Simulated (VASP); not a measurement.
# CaB2 (P6/mmm) in VASP: further runs, part 2 of 2

VASP 6.6.1. The steps go on from the part before.

## 4. Single point, LDA

INCAR reads:

```
  PREC = Accurate
  ENCUT = 520
  EDIFF = 1E-7
  ISMEAR = 0
  SIGMA = 0.1
  LREAL = F
  LASPH = T
  NELM = 80
  ALGO = Normal
  ISIF = 2
  LWAVE = F
  LCHARG = F
  NBANDS = 15
```

KPOINTS reads:

```
Automatic mesh
0
Gamma
  11 11 8
```

POSCAR reads:

```
CaB2
1.0
    3.2264302843      0.0000000000      0.0000000000
   -1.6132151421      2.7941705897      0.0000000000
    0.0000000000      0.0000000000      4.0673920000
Ca B
1 2
Direct
    0.0000000000      0.0000000000      0.0000000000
    0.6666666667      0.3333333333      0.5000000000
    0.3333333333      0.6666666667      0.5000000000
```

Potentials or basis: VASP PAW LDA potentials, release 64 (Ca_sv, B).

The run is started by

```sh
> cat potpaw_LDA.64/Ca_sv/POTCAR potpaw_LDA.64/B/POTCAR > POTCAR
> mpirun -np 1 vasp_std > vasp.out
```

OUTCAR:

```text
PREC = Accurate
   ENCUT = 520
   EDIFF = 1E-7
   ISMEAR = 0
   LREAL = F
   LASPH = T
   NELM = 80
   ISIF = 2

 ion  position               nearest neighbor table
   1  0.000  0.000  0.000-
   2  0.667  0.333  0.500-   3 1.86   3 1.86   3 1.86
   3  0.333  0.667  0.500-   2 1.86   2 1.86   2 1.86

  LATTYP: Found a hexagonal cell.
 ALAT       =     3.2264302843
 C/A-ratio  =     1.2606477257

  Lattice vectors:

 A1 = (   3.2264302843,   0.0000000000,   0.0000000000)
 A2 = (  -1.6132151421,   2.7941705897,   0.0000000000)
 A3 = (   0.0000000000,   0.0000000000,   4.0673920000)

Analysis of symmetry for initial positions (statically):
=====================================================================
 Subroutine PRICEL returns:
 Original cell was already a primitive cell.

 Routine SETGRP: Setting up the symmetry group for a
 hexagonal supercell.

 Subroutine GETGRP returns: Found 24 space group operations
 (whereof 24 operations were pure point group operations)
 out of a pool of 24 trial point group operations.

The static configuration has the point symmetry D_6h.

Analysis of symmetry for dynamics (positions and initial velocities):
=====================================================================
 Subroutine PRICEL returns:
 Original cell was already a primitive cell.

 Routine SETGRP: Setting up the symmetry group for a
 hexagonal supercell.

 Subroutine GETGRP returns: Found 24 space group operations
 (whereof 24 operations were pure point group operations)
 out of a pool of 24 trial point group operations.

The dynamic configuration has the point symmetry D_6h.

 Subroutine INISYM returns: Found 24 space group operations
 (whereof 24 operations are pure point group operations),
 and found     1 'primitive' translations

----------------------------------------------------------------------------------------

                                     Primitive cell

  volume of cell :      36.6683

  direct lattice vectors                    reciprocal lattice vectors
     3.226430284  0.000000000  0.000000000     0.309940061  0.178943978  0.000000000
    -1.613215142  2.794170590  0.000000000     0.000000000  0.357887956  0.000000000
     0.000000000  0.000000000  4.067392000     0.000000000  0.000000000  0.245857788

  length of vectors
     3.226430284  3.226430284  4.067392000     0.357887956  0.357887956  0.245857788

  position of ions in fractional coordinates (direct lattice)
     0.000000000  0.000000000  0.000000000
     0.666666667  0.333333333  0.500000000
     0.333333333  0.666666667  0.500000000

  ion indices of the primitive-cell ions
   primitive index   ion index
                 1           1
                 2           2
                 3           3

----------------------------------------------------------------------------------------

 KPOINTS: Automatic mesh

Automatic generation of k-mesh.
 Grid dimensions read from file:
 generate k-points for:   11   11    8

 Generating k-lattice:

  Cartesian coordinates                     Fractional coordinates (reciprocal lattice)
     0.028176369  0.016267634  0.000000000     0.090909091  0.000000000  0.000000000
     0.000000000  0.032535269  0.000000000     0.000000000  0.090909091  0.000000000
     0.000000000  0.000000000  0.030732223     0.000000000  0.000000000  0.125000000

  Length of vectors
     0.032535269  0.032535269  0.030732223

  Shift w.r.t. Gamma in fractional coordinates (k-lattice)
     0.000000000  0.000000000  0.000000000

 Subroutine IBZKPT returns following result:
 ===========================================

 Found     80 irreducible k-points:

 Following reciprocal coordinates:
            Coordinates               Weight
  0.000000  0.000000  0.000000      1.000000
  0.090909 -0.000000  0.000000      6.000000
  0.181818 -0.000000  0.000000      6.000000
  0.272727 -0.000000  0.000000      6.000000
  0.363636 -0.000000  0.000000      6.000000
  0.454545 -0.000000  0.000000      6.000000
[... 16 lines left out ...]
  0.090909  0.090909  0.125000     12.000000
  0.181818  0.090909  0.125000     24.000000
 [... further k-points ...]
   k-points           NKPTS =     80   k-points in BZ     NKDIM =     80   number of bands    NBANDS=     15
   number of dos      NEDOS =    301   number of ions     NIONS =      3
   total plane-waves  NPLWV =  17280
   dimension x,y,z NGX =    24 NGY =   24 NGZ =   30
   dimension x,y,z NGXF=    48 NGYF=   48 NGZF=   60
   ions per type =               1   2
   NGX,Y,Z   is equivalent  to a cutoff of  12.37, 12.37, 12.26 a.u.
   NGXF,Y,Z  is equivalent  to a cutoff of  24.73, 24.73, 24.52 a.u.
 SYSTEM =  unknown system
   PREC   = accura    normal or accurate (medium, high low for compatibility)
   ISTART =      0    job   : 0-new  1-cont  2-samecut
   ICHARG =      2    charge: 1-file 2-atom 10-const
   ISPIN  =      1    spin polarized calculation?
   LNONCOLLINEAR =      F non collinear calculations
   LSORBIT =      F    spin-orbit coupling
   LASPH  =      T    aspherical Exc in radial PAW
   ENCUT  =  520.0 eV  38.22 Ry    6.18 a.u.   6.00  6.00  7.56*2*pi/ulx,y,z
   NELM   =     80;   NELMIN=  2; NELMDL= -5     # of ELM steps
   EDIFF  = 0.1E-06   stopping-criterion for ELM
   LREAL  =      F    real-space projection
   EDIFFG = 0.1E-05   stopping-criterion for IOM
   NSW    =      0    number of steps for IOM
   IBRION =     -1    ionic relax: 0-MD 1-quasi-New 2-CG
   NFREE  =      0    steps in history (QN), initial steepest desc. (CG)
   ISIF   =      2    stress and relaxation
   ISYM   =      2    0-nonsym 1-usesym 2-fastsym
   POTIM  = 0.5000    time-step for ionic-motion
   TEBEG  =    0.0;   TEEND  =   0.0 temperature during run
   PSTRESS=    0.0 pullay stress
   NELECT =      16.0000    total number of electrons
   NUPDOWN=      -1.0000    fix difference up-down
   EMIN   =  10.00;   EMAX   =-10.00  energy-range for DOS
   EFERMI =   0.00;   METHOD = LEGACY
   ISMEAR =     0;   SIGMA  =   0.10  broadening in eV -4-tet -1-fermi 0-gaus
   EFERMI_NEDOS =   21; number of points for ismear=-14 and -15
   IALGO  =     38    algorithm
   IMIX   =      4    mixing-type and parameters
     AMIX     =   0.40;   BMIX     =  1.00
     AMIX_MAG =   1.60;   BMIX_MAG =  1.00
  volume/ion in A,a.u.               =      12.22        82.48
  Fermi-wavevector in a.u.,A,eV,Ry     =   1.241703  2.346479 20.977823  1.541826
  Thomas-Fermi vector in A             =   2.376089
   LORBIT       =      0    0 simple, 1 ext, 2 COOP (PROOUT), +10 PAW based schemes
   GGA     = CA    functional components
   LHFCALC =     F    Hartree Fock is set to
   AEXX    =    0.0000 exact exchange contribution
   IVDW    =     0    specifies the selected vdW correction
   LEPSILON=     F    determine dielectric tensor
   LRPA    =     F    only Hartree local field effects (RPA)
 non-spin polarized calculation
 Gauss-broadening in eV      SIGMA  =   0.10
  energy-cutoff  :      520.00
  volume of cell :       36.67
 maximum number of plane-waves:      1010
 NGX is ok and might be reduce to    24
   NGX = 11   NGY = 11   NGZ = 15

 number of electron      16.0000004 magnetization

 Free energy of the ion-electron system (eV)
  ---------------------------------------------------
  ext. energy  EPLUGINS =         0.00000000
  ---------------------------------------------------
  free energy    TOTEN  =       -17.72449649 eV

  energy without entropy =      -17.72055315  energy(sigma->0) =      -17.72252482

 E-fermi :   4.5104     XC(G=0): -11.0626

 val. band max:        4.4315065882   @ k =   0.3636   0.1818   0.3750
 cond. band min:       4.5315953153   @ k =   0.0909  -0.0000   0.2500
 fundamental gap:      0.1000887271
 Fermi energy:         4.5104413025

 k-point     1 :       0.0000    0.0000    0.0000
  band No.  band energies     occupation
      1     -34.6946      2.00000
      2     -16.0019      2.00000
      3     -15.7642      2.00000
      4     -15.7642      2.00000
      5      -5.7132      2.00000
      6       2.8094      2.00000
      7       4.8394      0.00000
      8       4.8948      0.00000
      9       4.8948      0.00000
     10       9.8571      0.00000
     11       9.8571      0.00000
     12      10.7239      0.00000
     13      10.7239      0.00000
     14      11.5706      0.00000
[... 401 lines left out ...]
      2     -16.1385      2.00000
      3     -15.9429      2.00000
      4     -15.8607      2.00000
      5      -4.6606      2.00000
      6       2.2487      2.00000
      7       2.6041      2.00000
      8       3.7420      2.00000
      9       6.2798      0.00000
     10       7.8779      0.00000
     11       9.9395      0.00000
     12      10.2444      0.00000
     13      10.9266      0.00000
     14      11.6822      0.00000
     15      12.2406      0.00000

 [... further k-points ...]
[... 5 lines left out ...]
  --------------------------------------------------------------------------------------
  -------------------------------------------------------------------------------------
  Total       -1.5296875     -1.5296875     -1.4709151     -0.0000000      0.0000000      0.0000000
  in kB      -66.8377893    -66.8377893    -64.2698023     -0.0000000      0.0000000      0.0000000
  external PRESSURE =     -65.9817937 kB  Pullay stress =       0.0000000 kB

 VOLUME and BASIS-vectors are now :
 -----------------------------------------------------------------------------
  energy-cutoff  :      520.00
  volume of cell :       36.67
      direct lattice vectors                 reciprocal lattice vectors
     3.226430284  0.000000000  0.000000000     0.309940061  0.178943978  0.000000000
    -1.613215142  2.794170590  0.000000000     0.000000000  0.357887956  0.000000000
     0.000000000  0.000000000  4.067392000     0.000000000  0.000000000  0.245857788

 POSITION                                       TOTAL-FORCE (eV/Angst)
 -----------------------------------------------------------------------------------
      0.00000      0.00000      0.00000         0.000000      0.000000      0.000000
      1.61322      0.93139      2.03370         0.000000     -0.000000      0.000000
     -0.00000      1.86278      2.03370        -0.000000      0.000000      0.000000
 -----------------------------------------------------------------------------------
    total drift:                               -0.000000      0.000000      0.000000

  FREE ENERGIE OF THE ION-ELECTRON SYSTEM (eV)
  ---------------------------------------------------
  free  energy   TOTEN  =       -17.7244964915 eV

  energy  without entropy=      -17.7205531540  energy(sigma->0) =      -17.72252482
```

It took 14 s on 1 thread of Intel Xeon 6975P-C (Granite Rapids), shared host; peak memory 0.16 GiB.

Results:

- Free energy: -17.7245 eV
- Pressure: -6.6 GPa
- Band gap on the k mesh: zero (bands 8 and 9 overlap by 1.57 eV)

Caveat: the cell stands under tension.

## 5. The runs side by side

| k mesh | gap on the mesh (eV) | pressure (GPa) |
| --- | --- | --- |
| 7 × 7 × 5 | none | -6.6 |
| 9 × 9 × 6 | none | -6.6 |
| 11 × 11 × 8 | none | -6.6 |

Alike in all rows: task single point; level LDA; potentials or basis VASP PAW LDA potentials, release 64 (Ca_sv, B); no spin polarisation; cell as given; cutoff (eV) 520; smearing gaussian 0.1 eV.

Caveats: the cell stands under tension.

Absolute energies hang on the potentials; compare differences alone.
